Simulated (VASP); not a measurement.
Write the native input for VASP 6.6.1 that does the following.

```
Task                   : single point
Functional             : PBE
Potentials or basis    : VASP PAW PBE potentials, release 64 (Ca_sv, C, O)
Cutoff                 : 520 eV
k mesh                 : 4 × 4 × 1
Occupations            : gaussian, width 0.1 eV
Spin                   : no spin polarisation
Dipole correction      : yes
Further INCAR settings : ALGO = Normal; EDIFF = 1e-07; NBANDS = 56
```

The structure of Ca8CO lies in POSCAR:

```
Ca8CO
1.0
    7.8132359333      0.0000000000      0.0000000000
    0.0000000000      7.8132359333      0.0000000000
    0.0000000000      0.0000000000     20.6093933580
Ca C O
8 1 1
Direct
    0.2500000000      0.2500000000      0.1940862562
    0.2500000000      0.7500000000      0.1940862562
    0.7500000000      0.2500000000      0.1940862562
    0.7500000000      0.7500000000      0.1940862562
    0.0000000000      0.0000000000      0.3206981032
    0.0000000000      0.5000000000      0.3206981032
    0.5000000000      0.0000000000      0.3206981032
    0.5000000000      0.5000000000      0.3206981032
    0.0000000000      0.0000000000      0.4284159754
    0.0524906628      0.0524906628      0.4771602276
```

The input as run:

INCAR

```
PREC = Accurate ; ENCUT = 520
EDIFF = 1E-7 ; ISMEAR = 0
SIGMA = 0.1 ; LREAL = F
LASPH = T ; NELM = 80
ALGO = Normal ; ISIF = 2
LWAVE = F ; LCHARG = F
LDIPOL = T ; IDIPOL = 3
DIPOL = 0.5 0.5 0.296 ; GGA = PE
NBANDS = 56
```

KPOINTS

```
Automatic mesh
0
Gamma
  4 4 1
```

Potentials or basis: VASP PAW PBE potentials, release 64 (Ca_sv, C, O).

Command:

```sh
$ cat potpaw_PBE.64/Ca_sv/POTCAR potpaw_PBE.64/C/POTCAR potpaw_PBE.64/O/POTCAR > POTCAR
$ mpirun -np 1 vasp_std > vasp.out
```

It gave:

The largest force is 2.168 eV/Å. The band gap on the k mesh is zero (bands 45 and 46 overlap by 0.10 eV).

It took 17 min on 1 thread of Intel(R) Xeon(R) 6975P-C (Granite Rapids), with other jobs on the host, peak memory 1.2 GiB.
